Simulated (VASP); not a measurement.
# La (Pm-3m) in VASP: further runs

Runs on La. Level: PBEsol. Tasks: single point, relaxation of cell and atoms.

All numbers are computed with VASP 6.6.1; they aren't measurements. Logs are shortened: lines on timing, memory, paths and dates and some standing lists are left out, and cuts for length are marked.

### 1 The cell of the first run

The structure is cubic, space group Pm-3m (No. 221). The conventional cell has a = 3.222 Å, b = 3.222 Å, c = 3.222 Å, α = 90.00°, β = 90.00°, γ = 90.00°. Within 4.2 Å of La (site symmetry m-3m) lie 6 La at 3.22 Å.

### 2 Single point, PBEsol

The input, INCAR:

```
PREC     = Accurate       # precision mode
ENCUT    = 520            # plane-wave cutoff, eV
EDIFF    = 1E-7           # SCF threshold, eV
ISMEAR   = 1              # smearing method
SIGMA    = 0.1            # smearing width, eV
LREAL    = False          # projectors in reciprocal space
LASPH    = True           # aspherical terms in the spheres
NELM     = 80             # most SCF steps
ALGO     = Normal         # electronic algorithm
ISIF     = 2              # what is computed and relaxed
LWAVE    = False          # write WAVECAR
LCHARG   = False          # write CHGCAR
GGA      = PS             # functional
NBANDS   = 12             # bands
```

The input, KPOINTS:

```
regular mesh
0
Gamma
  5 5 5
```

The input, POSCAR:

```
La
1.0
    3.2222723384      0.0000000000      0.0000000000
    0.0000000000      3.2222723384      0.0000000000
    0.0000000000      0.0000000000      3.2222723384
La
1
Direct
    0.0000000000      0.0000000000      0.0000000000
```

Potentials or basis: VASP PAW PBE potentials, release 64 (La).

Command:

```bash
$ cat potpaw_PBE.64/La/POTCAR > POTCAR
$ mpirun -np 1 vasp_std > vasp.out
```

OUTCAR:

```text
PREC = Accurate
   ENCUT = 520
   EDIFF = 1E-7
   ISMEAR = 1
   LREAL = False
   LASPH = True
   NELM = 80
   ISIF = 2
   GGA = PS

 ion  position               nearest neighbor table
   1  0.000  0.000  0.000-

  LATTYP: Found a simple cubic cell.
 ALAT       =     3.2222723384

  Lattice vectors:

 A1 = (   3.2222723384,   0.0000000000,   0.0000000000)
 A2 = (   0.0000000000,   3.2222723384,   0.0000000000)
 A3 = (   0.0000000000,   0.0000000000,   3.2222723384)

Analysis of symmetry for initial positions (statically):
=====================================================================
 Subroutine PRICEL returns:
 Original cell was already a primitive cell.

 Routine SETGRP: Setting up the symmetry group for a
 simple cubic supercell.

 Subroutine GETGRP returns: Found 48 space group operations
 (whereof 48 operations were pure point group operations)
 out of a pool of 48 trial point group operations.

The static configuration has the point symmetry O_h .

Analysis of symmetry for dynamics (positions and initial velocities):
=====================================================================
 Subroutine PRICEL returns:
 Original cell was already a primitive cell.

 Routine SETGRP: Setting up the symmetry group for a
 simple cubic supercell.

 Subroutine GETGRP returns: Found 48 space group operations
 (whereof 48 operations were pure point group operations)
 out of a pool of 48 trial point group operations.

The dynamic configuration has the point symmetry O_h .

 Subroutine INISYM returns: Found 48 space group operations
 (whereof 48 operations are pure point group operations),
 and found     1 'primitive' translations

----------------------------------------------------------------------------------------

                                     Primitive cell

  volume of cell :      33.4570

  direct lattice vectors                    reciprocal lattice vectors
     3.222272338  0.000000000  0.000000000     0.310340001  0.000000000  0.000000000
     0.000000000  3.222272338  0.000000000     0.000000000  0.310340001  0.000000000
     0.000000000  0.000000000  3.222272338     0.000000000  0.000000000  0.310340001

  length of vectors
     3.222272338  3.222272338  3.222272338     0.310340001  0.310340001  0.310340001

  position of ions in fractional coordinates (direct lattice)
     0.000000000  0.000000000  0.000000000

  ion indices of the primitive-cell ions
   primitive index   ion index
                 1           1

----------------------------------------------------------------------------------------

 KPOINTS: regular mesh

Automatic generation of k-mesh.
 Grid dimensions read from file:
 generate k-points for:    5    5    5

 Generating k-lattice:

  Cartesian coordinates                     Fractional coordinates (reciprocal lattice)
     0.062068000  0.000000000  0.000000000     0.200000000  0.000000000  0.000000000
     0.000000000  0.062068000  0.000000000     0.000000000  0.200000000  0.000000000
     0.000000000  0.000000000  0.062068000     0.000000000  0.000000000  0.200000000

  Length of vectors
     0.062068000  0.062068000  0.062068000

  Shift w.r.t. Gamma in fractional coordinates (k-lattice)
     0.000000000  0.000000000  0.000000000

 Subroutine IBZKPT returns following result:
 ===========================================

 Found     10 irreducible k-points:

 Following reciprocal coordinates:
            Coordinates               Weight
  0.000000  0.000000  0.000000      1.000000
  0.200000  0.000000  0.000000      6.000000
  0.400000  0.000000  0.000000      6.000000
  0.200000  0.200000  0.000000     12.000000
  0.400000  0.200000  0.000000     24.000000
  0.400000  0.400000  0.000000     12.000000
  0.200000  0.200000  0.200000      8.000000
  0.400000  0.200000  0.200000     24.000000
  0.400000  0.400000  0.200000     24.000000
  0.400000  0.400000  0.400000      8.000000
   k-points           NKPTS =     10   k-points in BZ     NKDIM =     10   number of bands    NBANDS=     12
   number of dos      NEDOS =    301   number of ions     NIONS =      1
   total plane-waves  NPLWV =  13824
   dimension x,y,z NGX =    24 NGY =   24 NGZ =   24
   dimension x,y,z NGXF=    48 NGYF=   48 NGZF=   48
   ions per type =               1
   NGX,Y,Z   is equivalent  to a cutoff of  12.38, 12.38, 12.38 a.u.
   NGXF,Y,Z  is equivalent  to a cutoff of  24.76, 24.76, 24.76 a.u.
 SYSTEM =  unknown system
   PREC   = accura    normal or accurate (medium, high low for compatibility)
   ISTART =      0    job   : 0-new  1-cont  2-samecut
   ICHARG =      2    charge: 1-file 2-atom 10-const
   ISPIN  =      1    spin polarized calculation?
   LNONCOLLINEAR =      F non collinear calculations
   LSORBIT =      F    spin-orbit coupling
   LASPH  =      T    aspherical Exc in radial PAW
   ENCUT  =  520.0 eV  38.22 Ry    6.18 a.u.   5.99  5.99  5.99*2*pi/ulx,y,z
   NELM   =     80;   NELMIN=  2; NELMDL= -5     # of ELM steps
   EDIFF  = 0.1E-06   stopping-criterion for ELM
   LREAL  =      F    real-space projection
   EDIFFG = 0.1E-05   stopping-criterion for IOM
   NSW    =      0    number of steps for IOM
   IBRION =     -1    ionic relax: 0-MD 1-quasi-New 2-CG
   NFREE  =      0    steps in history (QN), initial steepest desc. (CG)
   ISIF   =      2    stress and relaxation
   ISYM   =      2    0-nonsym 1-usesym 2-fastsym
   POTIM  = 0.5000    time-step for ionic-motion
   TEBEG  =    0.0;   TEEND  =   0.0 temperature during run
   PSTRESS=    0.0 pullay stress
   NELECT =      11.0000    total number of electrons
   NUPDOWN=      -1.0000    fix difference up-down
   EMIN   =  10.00;   EMAX   =-10.00  energy-range for DOS
   EFERMI =   0.00;   METHOD = LEGACY
   ISMEAR =     1;   SIGMA  =   0.10  broadening in eV -4-tet -1-fermi 0-gaus
   EFERMI_NEDOS =   21; number of points for ismear=-14 and -15
   IALGO  =     38    algorithm
   IMIX   =      4    mixing-type and parameters
     AMIX     =   0.40;   BMIX     =  1.00
     AMIX_MAG =   1.60;   BMIX_MAG =  1.00
  volume/ion in A,a.u.               =      33.46       225.78
  Fermi-wavevector in a.u.,A,eV,Ry     =   1.129909  2.135218 17.370482  1.276694
  Thomas-Fermi vector in A             =   2.266604
   LORBIT       =      0    0 simple, 1 ext, 2 COOP (PROOUT), +10 PAW based schemes
   GGA     = PS    functional components
   LHFCALC =     F    Hartree Fock is set to
   AEXX    =    0.0000 exact exchange contribution
   IVDW    =     0    specifies the selected vdW correction
   LEPSILON=     F    determine dielectric tensor
   LRPA    =     F    only Hartree local field effects (RPA)
 non-spin polarized calculation
 Methfessel and Paxton  Order N= 1 SIGMA  =   0.10
  energy-cutoff  :      520.00
  volume of cell :       33.46
 maximum number of plane-waves:       910
 NGX is ok and might be reduce to    24
   NGX = 11   NGY = 11   NGZ = 11

 number of electron      10.9999997 magnetization

 Free energy of the ion-electron system (eV)
  ---------------------------------------------------
  ext. energy  EPLUGINS =         0.00000000
  ---------------------------------------------------
  free energy    TOTEN  =        -4.90914358 eV

  energy without entropy =       -4.90835947  energy(sigma->0) =       -4.90888221

 E-fermi :   8.5707     XC(G=0): -10.0655

 val. band max:        8.5506455231   @ k =   0.2000   0.2000   0.0000
 cond. band min:       8.8536458444   @ k =   0.2000   0.0000   0.0000
 fundamental gap:      0.3030003213
 Fermi energy:         8.5707452347

 k-point     1 :       0.0000    0.0000    0.0000
  band No.  band energies     occupation
      1     -24.4696      2.00000
      2      -6.8620      2.00000
      3      -6.8620      2.00000
      4      -6.8620      2.00000
      5       5.8149      2.00000
      6       7.3034      2.00000
      7       7.3034      2.00000
      8      10.6716      0.00000
      9      10.6716      0.00000
     10      10.6716      0.00000
     11      10.9382      0.00000
     12      10.9382      0.00000

 k-point     2 :       0.2000    0.0000    0.0000
  band No.  band energies     occupation
      1     -24.3608      2.00000
      2      -7.8114      2.00000
      3      -6.7746      2.00000
      4      -6.7746      2.00000
      5       6.5740      2.00000
      6       7.5632      2.00000
      7       8.8536     -0.00047
      8      10.5224     -0.00000
      9      10.7014      0.00000
     10      10.7235      0.00000
     11      10.7235      0.00000
     12      10.9741      0.00000

 k-point     3 :       0.4000    0.0000    0.0000
  band No.  band energies     occupation
      1     -24.1754      2.00000
      2      -9.0844      2.00000
      3      -6.6283      2.00000
      4      -6.6283      2.00000
      5       7.7450      2.00000
      6       8.1063      2.00000
      7       9.8902     -0.00000
      8      10.1622     -0.00000
      9      10.8177      0.00000
     10      10.8177      0.00000
     11      11.0895      0.00000
     12      11.2019      0.00000
[... 76 lines left out ...]
 k-point     9 :       0.4000    0.4000    0.2000
  band No.  band energies     occupation
      1     -23.7861      2.00000
      2      -8.6297      2.00000
      3      -8.6098      2.00000
      4      -7.2528      2.00000
      5       6.6773      2.00000
      6       9.1187     -0.00000
      7       9.3267     -0.00000
      8      10.3621     -0.00000
      9      10.6755      0.00000
     10      10.7280      0.00000
     11      10.8855      0.00000
     12      11.1616      0.00000

 k-point    10 :       0.4000    0.4000    0.4000
  band No.  band energies     occupation
      1     -23.6105      2.00000
      2      -8.4370      2.00000
      3      -8.4129      2.00000
      4      -8.4129      2.00000
      5       7.2613      2.00000
      6       7.7389      2.00000
      7       7.7389      2.00000
      8      10.2585     -0.00000
      9      10.7388      0.00000
     10      10.7388      0.00000
     11      10.8515      0.00000
     12      11.1936      0.00000

------------------------ aborting loop because EDIFF is reached ----------------------------------------

  FORCE on cell =-STRESS in cart. coord.  units (eV):
  Direction    XX          YY          ZZ          XY          YZ          ZX
  --------------------------------------------------------------------------------------
  -------------------------------------------------------------------------------------
  Total        0.0458791      0.0458791      0.0458791      0.0000000      0.0000000     -0.0000000
  in kB        2.1970462      2.1970462      2.1970462      0.0000000      0.0000000     -0.0000000
  external PRESSURE =       2.1970462 kB  Pullay stress =       0.0000000 kB

 VOLUME and BASIS-vectors are now :
 -----------------------------------------------------------------------------
  energy-cutoff  :      520.00
  volume of cell :       33.46
      direct lattice vectors                 reciprocal lattice vectors
     3.222272338  0.000000000  0.000000000     0.310340001  0.000000000  0.000000000
     0.000000000  3.222272338  0.000000000     0.000000000  0.310340001  0.000000000
     0.000000000  0.000000000  3.222272338     0.000000000  0.000000000  0.310340001

 POSITION                                       TOTAL-FORCE (eV/Angst)
 -----------------------------------------------------------------------------------
      0.00000      0.00000      0.00000         0.000000      0.000000      0.000000
 -----------------------------------------------------------------------------------
    total drift:                               -0.000000     -0.000000     -0.000000

  FREE ENERGIE OF THE ION-ELECTRON SYSTEM (eV)
  ---------------------------------------------------
  free  energy   TOTEN  =        -4.9091435764 eV

  energy  without entropy=       -4.9083594697  energy(sigma->0) =       -4.90888221
```

It took 5.1 s on 1 thread of AMD EPYC 9R45 (Zen 5), shared host; peak memory 0.11 GiB.

What came out:

```
Free energy : -4.9091 eV
Pressure    : 0.2 GPa
```

Levels at points of the mesh, in eV from the Fermi level:
| k point | band 2 | band 3 | band 4 | band 5 | band 6 | band 7 | band 8 | band 9 | band 10 | band 11 |
| --- | --- | --- | --- | --- | --- | --- | --- | --- | --- | --- |
| (0.00, 0.00, 0.00) | -15.43 | -15.43 | -15.43 | -2.76 | -1.27 | -1.27 | 2.10 | 2.10 | 2.10 | 2.37 |

Caveat: the k points lie up to 0.39 Å⁻¹ apart; the PAW data sets were made with another functional, which shifts forces and pressure a little; spin-orbit coupling is left out, which moves the levels of the heavy elements.

### 3 Single point, PBEsol

This run uses another cell than the first one, of 29.88 Å³/atom, 0.893 times its volume.

The input, INCAR:

```
PREC = Accurate
ENCUT = 520
EDIFF = 1E-7
ISMEAR = 1
SIGMA = 0.1
LREAL = F
LASPH = T
NELM = 100
ALGO = Normal
ISIF = 2
LWAVE = F
LCHARG = F
GGA = PS
NBANDS = 12
```

KPOINTS is that of step 2.

The input, POSCAR:

```
La
1.0
    3.1032197973      0.0000000000      0.0000000000
    0.0000000000      3.1032197973      0.0000000000
    0.0000000000      0.0000000000      3.1032197973
La
1
Direct
    0.0000000000      0.0000000000      0.0000000000
```

Potentials or basis: VASP PAW PBE potentials, release 64 (La).

Command:

```bash
$ cat potpaw_PBE.64/La/POTCAR > POTCAR
$ mpirun -np 1 vasp_std > vasp.out
```

It took 4.8 s on 1 thread of AMD EPYC 9R45 (Zen 5), shared host; peak memory 0.11 GiB.

The run converged. Its results:

| Quantity | Value |
| --- | --- |
| Free energy | -4.8528 eV |
| Pressure | 5.3 GPa |

Levels at points of the mesh, in eV from the Fermi level:
| k point | band 3 | band 4 | band 5 | band 6 | band 7 | band 8 | band 9 | band 10 |
| --- | --- | --- | --- | --- | --- | --- | --- | --- |
| (0.00, 0.00, 0.00) | -15.20 | -15.20 | -2.73 | -1.64 | -1.64 | 2.17 | 2.17 | 2.17 |

Caveat: the k points lie up to 0.40 Å⁻¹ apart; the PAW data sets were made with another functional, which shifts forces and pressure a little; spin-orbit coupling is left out, which moves the levels of the heavy elements.

### 4 Relaxation of cell and atoms, PBEsol

This run uses another cell than the first one, of 41.06 Å³/atom, 1.227 times its volume.

The input, INCAR:

```
SYSTEM = La
PREC = Accurate ; ENCUT = 600
EDIFF = 1E-6 ; ISMEAR = 1
SIGMA = 0.1 ; LREAL = .FALSE.
LASPH = .TRUE. ; NELM = 80
ALGO = Normal ; ISIF = 3
LWAVE = .FALSE. ; LCHARG = .FALSE.
GGA = PS ; IBRION = 2
NSW = 80 ; EDIFFG = -0.03
```

The input, KPOINTS:

```
regular mesh
0
G
  5 5 5
  0 0 0
```

The input, POSCAR:

```
La
1.0
    3.4500000000      0.0000000000      0.0000000000
    0.0000000000      3.4500000000      0.0000000000
    0.0000000000      0.0000000000      3.4500000000
La
1
Direct
    0.0000000000      0.0000000000      0.0000000000
```

Command:

```bash
$ cat potpaw_PBE.64/La/POTCAR > POTCAR
$ mpirun -np 1 vasp_std > vasp.out
```

It took 16 s on 1 thread of AMD EPYC 9R45 (Zen 5), shared host; peak memory 0.14 GiB.

The run converged. Its results:

```
Free energy                            : -4.9098 eV
Relaxed volume                         : 33.67 Å³/atom
Relaxed cell                           : a = 3.229 Å, b = 3.229 Å, c = 3.229 Å, α = 90.00°, β = 90.00°, γ = 90.00°
Space group after relaxing (to 0.05 Å) : Pm-3m (No. 221)
Energy gained by relaxing              : 120.6 meV/atom
Ionic steps                            : 3
Pressure after relaxing                : 0.0 GPa
```

Step by step:
| step | energy change (eV) | largest force (eV/Å) | pressure (GPa) | volume (Å³) |
| --- | --- | --- | --- | --- |
| 1 | 0.0000 | 0.0000 | -4.40 | 41.06 |
| 2 | -0.1172 | 0.0000 | -1.00 | 34.72 |
| 3 | -0.1206 | 0.0000 | 0.00 | 33.67 |

Final structure:
```
La
1.0
     3.22925    0.00000    0.00000
     0.00000    3.22925    0.00000
     0.00000    0.00000    3.22925
La
1
Cartesian
  0.0000 0.0000 0.0000
```

Levels at points of the mesh, in eV from the Fermi level:
| k point | band 3 | band 4 | band 5 | band 6 | band 7 | band 8 | band 9 |
| --- | --- | --- | --- | --- | --- | --- | --- |
| (0.00, 0.00, 0.00) | -15.45 | -15.45 | -2.76 | -1.25 | -1.25 | 2.09 | 2.09 |

Caveat: the k points lie up to 0.39 Å⁻¹ apart in the final cell; the volume moved by over 15 % at a fixed basis, so the end points are rough; the PAW data sets were made with another functional, which shifts forces and pressure a little; spin-orbit coupling is left out, which moves the levels of the heavy elements.

### 5 Summary

```csv
task,cell,cutoff (eV),gap on the mesh (eV),pressure (GPa)
single point,"a = 3.222 Å, 1 atom",520,none,0.2
single point,"a = 3.103 Å, 1 atom",520,none,5.3
relaxation of cell and atoms,"relaxed from a = 3.450 Å, 1 atom",600,none,0.0
```

Alike in all rows: level PBEsol; potentials or basis VASP PAW PBE potentials, release 64 (La); no spin polarisation; k mesh 5 × 5 × 5; smearing methfessel-paxton 0.1 eV.

Caveats: all runs use coarse meshes; the PAW data sets were made with another functional, which shifts forces and pressure a little; spin-orbit coupling is left out, which moves the levels of the heavy elements; the volume moved by over 15 % at a fixed basis, so the end points are rough (some runs).

Total energies depend on the potentials used, so only differences within one code and one set of settings carry meaning.
